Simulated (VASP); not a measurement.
# SrCl2 (Fm-3m) in VASP: further runs

SrCl2 is run at these levels: LDA; tasks: electric field gradients.

All numbers are computed with VASP 6.6.1; they aren't measurements. Logs are shortened: lines on timing, memory, paths and dates and some standing lists are left out, and cuts for length are marked.

### 1 The cell of the first run

Symmetry: Fm-3m, No. 225, cubic system. Conventional cell: a = 6.948 Å, b = 6.948 Å, c = 6.948 Å, α = 90.00°, β = 90.00°, γ = 90.00°. Sr (site symmetry m-3m) has 8 Cl at 3.01 Å within 4.0 Å. Within 4.0 Å of Cl (site symmetry -43m) lie 4 Sr at 3.01 Å and 6 Cl at 3.47 Å.

### 2 Electric field gradients, LDA (volume scaled by 0.99)

Contents of INCAR:

```
ALGO = Normal
EDIFF = 1E-8
ENCUT = 520
ISIF = 2
ISMEAR = -1
LASPH = T
LCHARG = F
LEFG = T
LREAL = F
LWAVE = F
NBANDS = 19
NELM = 80
PREC = Accurate
SIGMA = 0.01
```

Contents of KPOINTS:

```
k-points
0
Gamma
  8 8 8
```

Contents of POSCAR:

```
SrCl2
1.0
    0.0000000000      3.4738427223      3.4738427223
    3.4738427223      0.0000000000      3.4738427223
    3.4738427223      3.4738427223      0.0000000000
Sr Cl
1 2
Direct
    0.0000000000      0.0000000000      0.0000000000
    0.2500000000      0.2500000000      0.2500000000
    0.7500000000      0.7500000000      0.7500000000
```

Potentials or basis: VASP PAW LDA potentials, release 64 (Sr_sv, Cl).

On the command line:

```
> cat potpaw_LDA.64/Sr_sv/POTCAR potpaw_LDA.64/Cl/POTCAR > POTCAR
> mpirun -np 1 vasp_std > vasp.out
```

OUTCAR:

```text
EDIFF = 1E-8
   ENCUT = 520
   ISIF = 2
   ISMEAR = -1
   LASPH = T
   LREAL = F
   NELM = 80
   PREC = Accurate

 ion  position               nearest neighbor table
   1  0.000  0.000  0.000-   3 3.01   3 3.01   3 3.01   2 3.01   2 3.01   2 3.01   3 3.01   2 3.01

   2  0.250  0.250  0.250-   1 3.01   1 3.01   1 3.01   1 3.01
   3  0.750  0.750  0.750-   1 3.01   1 3.01   1 3.01   1 3.01

  LATTYP: Found a face centered cubic cell.
 ALAT       =     6.9476854446

  Lattice vectors:

 A1 = (   0.0000000000,   3.4738427223,   3.4738427223)
 A2 = (   3.4738427223,   0.0000000000,   3.4738427223)
 A3 = (   3.4738427223,   3.4738427223,   0.0000000000)

Analysis of symmetry for initial positions (statically):
=====================================================================
 Subroutine PRICEL returns:
 Original cell was already a primitive cell.

 Routine SETGRP: Setting up the symmetry group for a
 face centered cubic supercell.

 Subroutine GETGRP returns: Found 48 space group operations
 (whereof 48 operations were pure point group operations)
 out of a pool of 48 trial point group operations.

The static configuration has the point symmetry O_h .

Analysis of symmetry for dynamics (positions and initial velocities):
=====================================================================
 Subroutine PRICEL returns:
 Original cell was already a primitive cell.

 Routine SETGRP: Setting up the symmetry group for a
 face centered cubic supercell.

 Subroutine GETGRP returns: Found 48 space group operations
 (whereof 48 operations were pure point group operations)
 out of a pool of 48 trial point group operations.

The dynamic configuration has the point symmetry O_h .

 Subroutine INISYM returns: Found 48 space group operations
 (whereof 48 operations are pure point group operations),
 and found     1 'primitive' translations

----------------------------------------------------------------------------------------

                                     Primitive cell

  volume of cell :      83.8418

  direct lattice vectors                    reciprocal lattice vectors
     0.000000000  3.473842722  3.473842722    -0.143932826  0.143932826  0.143932826
     3.473842722  0.000000000  3.473842722     0.143932826 -0.143932826  0.143932826
     3.473842722  3.473842722  0.000000000     0.143932826  0.143932826 -0.143932826

  length of vectors
     4.912755491  4.912755491  4.912755491     0.249298967  0.249298967  0.249298967

  position of ions in fractional coordinates (direct lattice)
     0.000000000  0.000000000  0.000000000
     0.250000000  0.250000000  0.250000000
     0.750000000  0.750000000  0.750000000

  ion indices of the primitive-cell ions
   primitive index   ion index
                 1           1
                 2           2
                 3           3

----------------------------------------------------------------------------------------

 KPOINTS: k-points

Automatic generation of k-mesh.
 Grid dimensions read from file:
 generate k-points for:    8    8    8

 Generating k-lattice:

  Cartesian coordinates                     Fractional coordinates (reciprocal lattice)
    -0.017991603  0.017991603  0.017991603     0.125000000  0.000000000  0.000000000
     0.017991603 -0.017991603  0.017991603     0.000000000  0.125000000  0.000000000
     0.017991603  0.017991603 -0.017991603     0.000000000  0.000000000  0.125000000

  Length of vectors
     0.031162371  0.031162371  0.031162371

  Shift w.r.t. Gamma in fractional coordinates (k-lattice)
     0.000000000  0.000000000  0.000000000

 Subroutine IBZKPT returns following result:
 ===========================================

 Found     29 irreducible k-points:

 Following reciprocal coordinates:
            Coordinates               Weight
  0.000000  0.000000  0.000000      1.000000
  0.125000  0.000000  0.000000      8.000000
  0.250000  0.000000  0.000000      8.000000
  0.375000  0.000000  0.000000      8.000000
  0.500000  0.000000  0.000000      4.000000
  0.125000  0.125000  0.000000      6.000000
[... 16 lines left out ...]
  0.500000  0.250000  0.125000     48.000000
 -0.375000  0.250000  0.125000     24.000000
 [... further k-points ...]
   k-points           NKPTS =     29   k-points in BZ     NKDIM =     29   number of bands    NBANDS=     19
   number of dos      NEDOS =    301   number of ions     NIONS =      3
   total plane-waves  NPLWV =  64000
   dimension x,y,z NGX =    40 NGY =   40 NGZ =   40
   dimension x,y,z NGXF=    80 NGYF=   80 NGZF=   80
   ions per type =               1   2
   NGX,Y,Z   is equivalent  to a cutoff of  13.54, 13.54, 13.54 a.u.
   NGXF,Y,Z  is equivalent  to a cutoff of  27.07, 27.07, 27.07 a.u.
 SYSTEM =  unknown system
   PREC   = accura    normal or accurate (medium, high low for compatibility)
   ISTART =      0    job   : 0-new  1-cont  2-samecut
   ICHARG =      2    charge: 1-file 2-atom 10-const
   ISPIN  =      1    spin polarized calculation?
   LNONCOLLINEAR =      F non collinear calculations
   LSORBIT =      F    spin-orbit coupling
   LASPH  =      T    aspherical Exc in radial PAW
   ENCUT  =  520.0 eV  38.22 Ry    6.18 a.u.   9.13  9.13  9.13*2*pi/ulx,y,z
   NELM   =     80;   NELMIN=  2; NELMDL= -5     # of ELM steps
   EDIFF  = 0.1E-07   stopping-criterion for ELM
   LREAL  =      F    real-space projection
   EDIFFG = 0.1E-06   stopping-criterion for IOM
   NSW    =      0    number of steps for IOM
   IBRION =     -1    ionic relax: 0-MD 1-quasi-New 2-CG
   NFREE  =      0    steps in history (QN), initial steepest desc. (CG)
   ISIF   =      2    stress and relaxation
   ISYM   =      2    0-nonsym 1-usesym 2-fastsym
   POTIM  = 0.5000    time-step for ionic-motion
   TEBEG  =    0.0;   TEEND  =   0.0 temperature during run
   PSTRESS=    0.0 pullay stress
   NELECT =      24.0000    total number of electrons
   NUPDOWN=      -1.0000    fix difference up-down
   EMIN   =  10.00;   EMAX   =-10.00  energy-range for DOS
   EFERMI =   0.00;   METHOD = LEGACY
   ISMEAR =    -1;   SIGMA  =   0.01  broadening in eV -4-tet -1-fermi 0-gaus
   EFERMI_NEDOS =   21; number of points for ismear=-14 and -15
   IALGO  =     38    algorithm
   IMIX   =      4    mixing-type and parameters
     AMIX     =   0.40;   BMIX     =  1.00
     AMIX_MAG =   1.60;   BMIX_MAG =  1.00
  volume/ion in A,a.u.               =      27.95       188.60
  Fermi-wavevector in a.u.,A,eV,Ry     =   1.078926  2.038875 15.838295  1.164082
  Thomas-Fermi vector in A             =   2.214878
   LORBIT       =      0    0 simple, 1 ext, 2 COOP (PROOUT), +10 PAW based schemes
   GGA     = CA    functional components
   LHFCALC =     F    Hartree Fock is set to
   AEXX    =    0.0000 exact exchange contribution
   IVDW    =     0    specifies the selected vdW correction
   LEPSILON=     F    determine dielectric tensor
   LRPA    =     F    only Hartree local field effects (RPA)
 non-spin polarized calculation
  energy-cutoff  :      520.00
  volume of cell :       83.84
 maximum number of plane-waves:      2276
 NGX is ok and might be reduce to    40
   NGX = 19   NGY = 19   NGZ = 19

 number of electron      24.0000001 magnetization

 Free energy of the ion-electron system (eV)
  ---------------------------------------------------
  ext. energy  EPLUGINS =         0.00000000
  ---------------------------------------------------
  free energy    TOTEN  =       -14.04197556 eV

  energy without entropy =      -14.04197556  energy(sigma->0) =      -14.04197556

 E-fermi :   0.2740     XC(G=0):  -8.8527

 val. band max:        0.0453830499   @ k =   0.5000   0.5000   0.0000
 cond. band min:       4.9778924043   @ k =   0.0000   0.0000   0.0000
 fundamental gap:      4.9325093544
 Fermi energy:         0.2739893725

 k-point     1 :       0.0000    0.0000    0.0000
  band No.  band energies     occupation
      1     -32.6111      2.00000
      2     -14.7182      2.00000
      3     -14.7182      2.00000
      4     -14.7182      2.00000
      5     -13.2307      2.00000
      6     -12.3210      2.00000
[... 11 lines left out ...]
     18       8.7694      0.00000
     19       9.3095      0.00000
[... 485 lines left out ...]
 k-point    24 :      -0.3750    0.2500    0.1250
  band No.  band energies     occupation
      1     -32.6068      2.00000
      2     -14.9959      2.00000
      3     -14.8458      2.00000
      4     -14.7425      2.00000
      5     -12.6504      2.00000
      6     -12.4418      2.00000
[... 11 lines left out ...]
     18       8.7411      0.00000
     19       9.1498      0.00000

 [... further k-points ...]
[... 5 lines left out ...]
  --------------------------------------------------------------------------------------
  -------------------------------------------------------------------------------------
  Total       -1.2171990     -1.2171990     -1.2171990      0.0000000     -0.0000000      0.0000000
  in kB      -23.2601083    -23.2601083    -23.2601083      0.0000000     -0.0000000      0.0000000
  external PRESSURE =     -23.2601083 kB  Pullay stress =       0.0000000 kB

 VOLUME and BASIS-vectors are now :
 -----------------------------------------------------------------------------
  energy-cutoff  :      520.00
  volume of cell :       83.84
      direct lattice vectors                 reciprocal lattice vectors
     0.000000000  3.473842722  3.473842722    -0.143932826  0.143932826  0.143932826
     3.473842722  0.000000000  3.473842722     0.143932826 -0.143932826  0.143932826
     3.473842722  3.473842722  0.000000000     0.143932826  0.143932826 -0.143932826

 POSITION                                       TOTAL-FORCE (eV/Angst)
 -----------------------------------------------------------------------------------
      0.00000      0.00000      0.00000        -0.000000     -0.000000     -0.000000
      1.73692      1.73692      1.73692        -0.000000     -0.000000      0.000000
      5.21076      5.21076      5.21076         0.000000      0.000000      0.000000
 -----------------------------------------------------------------------------------
    total drift:                               -0.000000     -0.000000      0.000000

  FREE ENERGIE OF THE ION-ELECTRON SYSTEM (eV)
  ---------------------------------------------------
  free  energy   TOTEN  =       -14.0419755619 eV

  energy  without entropy=      -14.0419755619  energy(sigma->0) =      -14.04197556

 Electric field gradients (V/A^2)
---------------------------------------------------------------------
 ion       V_xx      V_yy      V_zz      V_xy      V_xz      V_yz
---------------------------------------------------------------------
   1      -0.000    -0.000     0.000    -0.000    -0.000    -0.000
   2      -0.000     0.000     0.000    -0.001    -0.001    -0.001
   3      -0.000     0.000     0.000    -0.001    -0.001    -0.001
---------------------------------------------------------------------

 Electric field gradients after diagonalization (V/A^2)
 (convention: |V_zz| > |V_xx| > |V_yy|)
----------------------------------------------------------------------
 ion       V_xx      V_yy      V_zz     asymmetry (V_yy - V_xx)/ V_zz
----------------------------------------------------------------------
   1       0.000     0.000    -0.000       0.000
   2       0.001     0.001    -0.001       0.000
   3       0.001     0.001    -0.001       0.000
----------------------------------------------------------------------

           NMR quadrupolar parameters

 Cq : quadrupolar parameter    Cq=e*Q*V_zz/h
 eta: asymmetry parameters     (V_yy - V_xx)/ V_zz
 Q  : nuclear electric quadrupole moment in mb (millibarn)
----------------------------------------------------------------------
 ion       Cq(MHz)       eta       Q (mb)
----------------------------------------------------------------------
   1      -0.000       0.000       1.000
   2      -0.000       0.000       1.000
   3      -0.000       0.000       1.000
----------------------------------------------------------------------
```

Wall time 45 s (1 thread of Intel Xeon Platinum 8488C (Sapphire Rapids), shared host); peak memory 0.21 GiB.

What came out:

| Item | Value |
| --- | --- |
| Free energy | -14.0420 eV |
| Pressure | -2.3 GPa |
| Band gap on the k mesh | 4.93 eV, indirect (least direct gap 5.14 eV) |

Levels at points of the mesh, in eV from the valence-band top:
```tsv
k point	band 8	band 9	band 10	band 11	band 12	band 13	band 14	band 15	band 16	band 17
(0.00, 0.00, 0.00)	-2.24	-2.24	-0.35	-0.35	-0.35	4.93	5.81	5.81	8.72	8.72
(0.50, 0.00, 0.00)	-1.66	-1.59	-1.40	-1.10	-1.10	6.45	6.45	7.34	7.46	8.51
(0.50, 0.50, 0.00)	-1.96	-1.96	-0.43	-0.43	0.00	5.14	6.84	7.38	7.88	7.88
```

Caveat: without QUAD_EFG the Cq values of the log hold for a quadrupole moment of 1 mb, not for the nuclei. A k mesh can miss the band edges.

### 3 Electric field gradients, LDA (volume scaled by 0.99)

Contents of INCAR:

```
SYSTEM = SrCl2
  ALGO = Normal
  EDIFF = 1E-8
  ENCUT = 520
  ISIF = 2
  ISMEAR = -1
  LASPH = .TRUE.
  LCHARG = .FALSE.
  LEFG = .TRUE.
  LREAL = .FALSE.
  LWAVE = .FALSE.
  NBANDS = 19
  NELM = 60
  PREC = Accurate
  SIGMA = 0.01
```

Contents of KPOINTS:

```
k-points
0
G
  8 8 8
  0 0 0
```

POSCAR is that of step 2.

Potentials or basis: VASP PAW LDA potentials, release 64 (Sr_sv, Cl).

On the command line:

```
> cat potpaw_LDA.64/Sr_sv/POTCAR potpaw_LDA.64/Cl/POTCAR > POTCAR
> mpirun -np 1 vasp_std > vasp.out
```

OUTCAR:

```text
SYSTEM = SrCl2
   EDIFF = 1E-8
   ENCUT = 520
   ISIF = 2
   ISMEAR = -1
   LASPH = .TRUE.
   LREAL = .FALSE.
   NELM = 60
   PREC = Accurate

 ion  position               nearest neighbor table
   1  0.000  0.000  0.000-   3 3.01   3 3.01   3 3.01   2 3.01   2 3.01   2 3.01   3 3.01   2 3.01

   2  0.250  0.250  0.250-   1 3.01   1 3.01   1 3.01   1 3.01
   3  0.750  0.750  0.750-   1 3.01   1 3.01   1 3.01   1 3.01

  LATTYP: Found a face centered cubic cell.
 ALAT       =     6.9476854446

  Lattice vectors:

 A1 = (   0.0000000000,   3.4738427223,   3.4738427223)
 A2 = (   3.4738427223,   0.0000000000,   3.4738427223)
[... 749 lines left out ...]
---------------------------------------------------------------------
 ion       V_xx      V_yy      V_zz      V_xy      V_xz      V_yz
---------------------------------------------------------------------
   1      -0.000    -0.000     0.000    -0.000    -0.000    -0.000
   2      -0.000     0.000     0.000    -0.001    -0.001    -0.001
   3      -0.000     0.000     0.000    -0.001    -0.001    -0.001
---------------------------------------------------------------------

 Electric field gradients after diagonalization (V/A^2)
 (convention: |V_zz| > |V_xx| > |V_yy|)
----------------------------------------------------------------------
 ion       V_xx      V_yy      V_zz     asymmetry (V_yy - V_xx)/ V_zz
----------------------------------------------------------------------
   1       0.000     0.000    -0.000       0.000
   2       0.001     0.001    -0.001       0.000
   3       0.001     0.001    -0.001       0.000
----------------------------------------------------------------------

           NMR quadrupolar parameters

 Cq : quadrupolar parameter    Cq=e*Q*V_zz/h
 eta: asymmetry parameters     (V_yy - V_xx)/ V_zz
 Q  : nuclear electric quadrupole moment in mb (millibarn)
----------------------------------------------------------------------
 ion       Cq(MHz)       eta       Q (mb)
----------------------------------------------------------------------
   1      -0.000       0.000       1.000
   2      -0.000       0.000       1.000
   3      -0.000       0.000       1.000
----------------------------------------------------------------------
```

stdout:

```text
POSCAR found type information on POSCAR SrCl
 POSCAR found :  2 types and       3 ions
 scaLAPACK will be used
 LDA part: xc-table for (Slater(with rela. corr.)+CA(PZ))
 , standard interpolation
 POSCAR, INCAR and KPOINTS ok, starting setup
 FFT: planning ... GRIDC
 FFT: planning ... GRID_SOFT
 FFT: planning ... GRID
 WAVECAR not read
 entering main loop
ion   1

ion   2

ion   3
```

Run time: 54 s. Hardware: 1 thread of Intel Xeon Platinum 8488C (Sapphire Rapids), shared host; peak memory 0.21 GiB.

What came out:

```
Free energy            : -14.0420 eV
Pressure               : -2.3 GPa
Band gap on the k mesh : 4.93 eV, indirect (least direct gap 5.14 eV)
```

Caveat: without QUAD_EFG the Cq values of the log hold for a quadrupole moment of 1 mb, not for the nuclei. A k mesh can miss the band edges.
